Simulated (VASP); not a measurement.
# Ni (Im-3m) in VASP: further runs, part 2 of 2

VASP 6.6.1. Earlier steps stand in the parts before.

**4. Single point, r2SCAN, collinear spin, ferromagnetic start**

This run uses another cell than the first one, of 9.96 Å³/atom, 0.887 times its volume.

POSCAR reads:

```
Ni
1.0
   -1.3554684528      1.3554684528      1.3554684528
    1.3554684528     -1.3554684528      1.3554684528
    1.3554684528      1.3554684528     -1.3554684528
Ni
1
Direct
    0.0000000000      0.0000000000      0.0000000000
```

INCAR.step1 reads:

```
PREC     = Accurate       # precision mode
ENCUT    = 520            # plane-wave cutoff, eV
ISMEAR   = -1             # smearing method
SIGMA    = 0.05           # smearing width, eV
LREAL    = False          # projectors in reciprocal space
LASPH    = True           # aspherical terms in the spheres
NELM     = 150            # most SCF steps
ISPIN    = 2              # spin polarisation
MAGMOM   = 1              # initial moments
LMAXMIX  = 4              # l up to which the mixer works
NBANDS   = 15             # bands
GGA      = PE             # functional
ALGO     = Normal         # electronic algorithm
EDIFF    = 1E-4           # SCF threshold, eV
LWAVE    = True           # write WAVECAR
LCHARG   = False          # write CHGCAR
```

INCAR.step2 reads:

```
PREC     = Accurate       # precision mode
ENCUT    = 520            # plane-wave cutoff, eV
EDIFF    = 1E-7           # SCF threshold, eV
ISMEAR   = -1             # smearing method
SIGMA    = 0.05           # smearing width, eV
LREAL    = False          # projectors in reciprocal space
LASPH    = True           # aspherical terms in the spheres
NELM     = 150            # most SCF steps
ALGO     = Normal         # electronic algorithm
ISIF     = 2              # what is computed and relaxed
LWAVE    = False          # write WAVECAR
LCHARG   = False          # write CHGCAR
ISPIN    = 2              # spin polarisation
MAGMOM   = 1              # initial moments
LORBIT   = 11             # projections on sites
LMAXMIX  = 4              # l up to which the mixer works
METAGGA  = R2SCAN         # meta-GGA
LMIXTAU  = True         
NBANDS   = 15             # bands
ISTART   = 1
```

KPOINTS reads:

```
regular mesh
0
Gamma
  13 13 13
```

Potentials or basis: VASP PAW PBE potentials, release 64 (Ni).

Run with:

```sh
$ cat potpaw_PBE.64/Ni/POTCAR > POTCAR
$ cp INCAR.step1 INCAR
$ mpirun -np 1 vasp_std > vasp.out
$ cp INCAR.step2 INCAR
$ mpirun -np 1 vasp_std > vasp.out
```

OUTCAR:

```text
PREC = Accurate
   ENCUT = 520
   EDIFF = 1E-7
   ISMEAR = -1
   LREAL = False
   LASPH = True
   NELM = 150
   ISIF = 2
   ISPIN = 2
   LORBIT = 11
   METAGGA = R2SCAN
   ISTART = 1

 ion  position               nearest neighbor table
   1  0.000  0.000  0.000-

  LATTYP: Found a body centered cubic cell.
 ALAT       =     2.7109369056

  Lattice vectors:

 A1 = (  -1.3554684528,   1.3554684528,   1.3554684528)
 A2 = (   1.3554684528,  -1.3554684528,   1.3554684528)
 A3 = (   1.3554684528,   1.3554684528,  -1.3554684528)

Analysis of symmetry for initial positions (statically):
=====================================================================
 Subroutine PRICEL returns:
 Original cell was already a primitive cell.

 Routine SETGRP: Setting up the symmetry group for a
 body centered cubic supercell.

 Subroutine GETGRP returns: Found 48 space group operations
 (whereof 48 operations were pure point group operations)
 out of a pool of 48 trial point group operations.

The static configuration has the point symmetry O_h .

Analysis of symmetry for dynamics (positions and initial velocities):
=====================================================================
 Subroutine PRICEL returns:
[... 623 lines left out ...]
      8      38.8236      0.00000
      9      38.8237      0.00000
     10      44.4977      0.00000
     11      44.4977      0.00000
     12      46.9267      0.00000
     13      46.9269      0.00000
     14      46.9269      0.00000
[... 403 lines left out ...]
      4       9.8167      0.99999
      5       9.9641      0.99973
      6      11.0199      0.00000
      7      25.0559      0.00000
      8      29.7908      0.00000
      9      31.9429      0.00000
     10      40.6553      0.00000
     11      45.1227      0.00000
     12      47.8788      0.00000
     13      49.9126      0.00000
     14      54.0056      0.00000
     15      55.5373      0.00000

 [... further k-points ...]
[... 5 lines left out ...]
  --------------------------------------------------------------------------------------
  -------------------------------------------------------------------------------------
  Total        0.9634465      0.9634465      0.9634465      0.0000000      0.0000000      0.0000000
  in kB      154.9565616    154.9565616    154.9565616      0.0000000      0.0000000      0.0000000
  external PRESSURE =     154.9565616 kB  Pullay stress =       0.0000000 kB

 VOLUME and BASIS-vectors are now :
 -----------------------------------------------------------------------------
  energy-cutoff  :      520.00
  volume of cell :        9.96
      direct lattice vectors                 reciprocal lattice vectors
    -1.355468453  1.355468453  1.355468453     0.000000000  0.368876162  0.368876162
     1.355468453 -1.355468453  1.355468453     0.368876162  0.000000000  0.368876162
     1.355468453  1.355468453 -1.355468453     0.368876162  0.368876162  0.000000000

 POSITION                                       TOTAL-FORCE (eV/Angst)
 -----------------------------------------------------------------------------------
      0.00000      0.00000      0.00000         0.000000      0.000000     -0.000000
 -----------------------------------------------------------------------------------
    total drift:                                0.000000      0.000000      0.000000

  FREE ENERGIE OF THE ION-ELECTRON SYSTEM (eV)
  ---------------------------------------------------
  free  energy   TOTEN  =       -11.8077247519 eV

  energy  without entropy=      -11.7978296884  energy(sigma->0) =      -11.80277722

 total charge

# of ion       s       p       d       tot
------------------------------------------
    1        0.545   0.588   8.388   9.522

 magnetization (x)

# of ion       s       p       d       tot
------------------------------------------
    1       -0.006  -0.029   0.675   0.639
```

OSZICAR.step1:

```text
N       E                     dE             d eps       ncg     rms          rms(c)
DAV:   1     0.329216341046E+02    0.32922E+02   -0.42193E+03  5395   0.877E+02
DAV:   2    -0.489254739731E+01   -0.37814E+02   -0.35323E+02  5817   0.167E+02
DAV:   3    -0.624483532959E+01   -0.13523E+01   -0.13382E+01  6265   0.302E+01
DAV:   4    -0.625201321684E+01   -0.71779E-02   -0.71763E-02  6232   0.212E+00
DAV:   5    -0.625207666554E+01   -0.63449E-04   -0.63449E-04  6234   0.177E-01    0.107E+01
DAV:   6    -0.553568988599E+01    0.71639E+00   -0.10203E+01  7042   0.360E+01    0.500E+00
DAV:   7    -0.533425537003E+01    0.20143E+00   -0.14820E+00  6475   0.125E+01    0.232E+00
DAV:   8    -0.531472138204E+01    0.19534E-01   -0.32072E-02  7187   0.132E+00    0.929E-01
DAV:   9    -0.531310746017E+01    0.16139E-02   -0.81844E-04  8060   0.166E-01    0.226E-01
DAV:  10    -0.531282169252E+01    0.28577E-03   -0.13142E-04  5737   0.765E-02    0.329E-02
DAV:  11    -0.531282535786E+01   -0.36653E-05   -0.13304E-05  3577   0.317E-02
   1 F= -.53128254E+01 E0= -.53052922E+01  d E =-.150664E-01  mag=     0.4993
```

It took 1.8 min on 1 thread of Intel Xeon Platinum 8259CL at 2.50GHz (Skylake/Cascade Lake), shared host; peak memory 0.14 GiB.

What came out:

| Item | Value |
| --- | --- |
| Free energy | -11.8077 eV |
| Pressure | 15.5 GPa |
| Net moment | 0.63 μB per cell |
| Site moments | Ni +0.64 μB |
| Valence electrons inside the program's atomic spheres | Ni 9.52 |

Levels at points of the mesh, in eV from the Fermi level:
Spin up:
```
           k point  band 1  band 2  band 3  band 4  band 5  band 6  band 7  band 8  band 9  band 10
(0.00, 0.00, 0.00)   -9.83   -2.85   -2.85   -2.85   -1.19   -1.19   28.46   28.46   28.46    34.13
```
Spin down:
```
           k point  band 3  band 4  band 5  band 6  band 7  band 8
(0.00, 0.00, 0.00)   -1.73   -1.73   -0.53   -0.53   28.45   28.45
```

Caveat: the PAW data sets were made with another functional, which shifts forces and pressure a little.

**5. Single point, r2SCAN, collinear spin, ferromagnetic start**

This run uses another cell than the first one, of 10.17 Å³/atom, 0.906 times its volume.

POSCAR reads:

```
Ni
1.0
   -1.3650143198      1.3650143198      1.3650143198
    1.3650143198     -1.3650143198      1.3650143198
    1.3650143198      1.3650143198     -1.3650143198
Ni
1
Direct
    0.0000000000      0.0000000000      0.0000000000
```

INCAR.step1 reads:

```
SYSTEM = Ni
PREC = Accurate
ENCUT = 520
ISMEAR = -1
SIGMA = 0.05
LREAL = .False.
LASPH = .True.
NELM = 150
ISPIN = 2
MAGMOM = 1
LMAXMIX = 4
NBANDS = 15
GGA = PE
ALGO = Normal
EDIFF = 1E-4
LWAVE = .True.
LCHARG = .False.
```

INCAR.step2 reads:

```
SYSTEM = Ni
PREC = Accurate
ENCUT = 520
EDIFF = 1E-7
ISMEAR = -1
SIGMA = 0.05
LREAL = .False.
LASPH = .True.
NELM = 150
ALGO = Normal
ISIF = 2
LWAVE = .False.
LCHARG = .False.
ISPIN = 2
MAGMOM = 1
LORBIT = 11
LMAXMIX = 4
METAGGA = R2SCAN
LMIXTAU = .True.
NBANDS = 15
ISTART = 1
```

KPOINTS reads:

```
regular mesh
0
Gamma
  13 13 13
  0 0 0
```

Run with:

```sh
$ cat potpaw_PBE.64/Ni/POTCAR > POTCAR
$ cp INCAR.step1 INCAR
$ mpirun -np 1 vasp_std > vasp.out
$ cp INCAR.step2 INCAR
$ mpirun -np 1 vasp_std > vasp.out
```

It took 2.1 min on 1 thread of Intel Xeon Platinum 8259CL at 2.50GHz (Skylake/Cascade Lake), shared host; peak memory 0.14 GiB.

Results (log left out):

```
Free energy                                           : -11.8244 eV
Pressure                                              : 9.8 GPa
Net moment                                            : 0.64 μB per cell
Site moments                                          : Ni +0.65 μB
Valence electrons inside the program's atomic spheres : Ni 9.48
```

Levels at points of the mesh, in eV from the Fermi level:
Spin up:
| k point | band 2 | band 3 | band 4 | band 5 | band 6 | band 7 | band 8 | band 9 |
| --- | --- | --- | --- | --- | --- | --- | --- | --- |
| (0.00, 0.00, 0.00) | -2.80 | -2.80 | -2.80 | -1.18 | -1.18 | 28.22 | 28.22 | 28.22 |
Spin down:
| k point | band 3 | band 4 | band 5 | band 6 | band 7 | band 8 |
| --- | --- | --- | --- | --- | --- | --- |
| (0.00, 0.00, 0.00) | -1.67 | -1.67 | -0.52 | -0.52 | 28.21 | 28.21 |

Caveat: the PAW data sets were made with another functional, which shifts forces and pressure a little.

**6. Single point, r2SCAN, collinear spin, ferromagnetic start**

This run uses another cell than the first one, of 10.39 Å³/atom, 0.925 times its volume.

POSCAR reads:

```
Ni
1.0
   -1.3744285092      1.3744285092      1.3744285092
    1.3744285092     -1.3744285092      1.3744285092
    1.3744285092      1.3744285092     -1.3744285092
Ni
1
Direct
    0.0000000000      0.0000000000      0.0000000000
```

INCAR.step1 is that of step 5.

INCAR.step2 is that of step 5.

KPOINTS is that of step 5.

Potentials or basis: VASP PAW PBE potentials, release 64 (Ni).

Run with:

```sh
$ cat potpaw_PBE.64/Ni/POTCAR > POTCAR
$ cp INCAR.step1 INCAR
$ mpirun -np 1 vasp_std > vasp.out
$ cp INCAR.step2 INCAR
$ mpirun -np 1 vasp_std > vasp.out
```

Run time: 2.1 min. Hardware: 1 thread of Intel Xeon Platinum 8259CL at 2.50GHz (Skylake/Cascade Lake), shared host; peak memory 0.14 GiB.

It converged, with:

```
Free energy                                           : -11.8340 eV
Pressure                                              : 4.7 GPa
Net moment                                            : 0.64 μB per cell
Site moments                                          : Ni +0.66 μB
Valence electrons inside the program's atomic spheres : Ni 9.44
```

Levels at points of the mesh, in eV from the Fermi level:
Spin up:
```
           k point  band 2  band 3  band 4  band 5  band 6  band 7  band 8  band 9
(0.00, 0.00, 0.00)   -2.75   -2.75   -2.75   -1.17   -1.17   27.99   27.99   27.99
```
Spin down:
| k point | band 3 | band 4 | band 5 | band 6 | band 7 | band 8 |
| --- | --- | --- | --- | --- | --- | --- |
| (0.00, 0.00, 0.00) | -1.61 | -1.61 | -0.51 | -0.51 | 27.98 | 27.98 |

Caveat: the PAW data sets were made with another functional, which shifts forces and pressure a little.

**7. Summary**

```tsv
level	potentials or basis	cell	gap on the mesh (eV)	pressure (GPa)	moment (μB)
LDA	VASP PAW LDA potentials, release 64 (Ni)	a = 2.444 Å, angles 109.5°, 1 atom	none	-19.6	0.56
PBEsol	VASP PAW PBE potentials, release 64 (Ni)	a = 2.444 Å, angles 109.5°, 1 atom	none	-12.9	0.60
r2SCAN	VASP PAW PBE potentials, release 64 (Ni)	a = 2.348 Å, angles 109.5°, 1 atom	none	15.5	0.63
r2SCAN	VASP PAW PBE potentials, release 64 (Ni)	a = 2.364 Å, angles 109.5°, 1 atom	none	9.8	0.64
r2SCAN	VASP PAW PBE potentials, release 64 (Ni)	a = 2.381 Å, angles 109.5°, 1 atom	none	4.7	0.64
```

Alike in all rows: task single point; spin collinear, ferromagnetic start; k mesh 13 × 13 × 13; cutoff (eV) 520; smearing fermi-dirac 0.05 eV.

Caveats: the PAW data sets were made with another functional, which shifts forces and pressure a little (some runs).

Absolute energies hang on the potentials; compare differences alone.
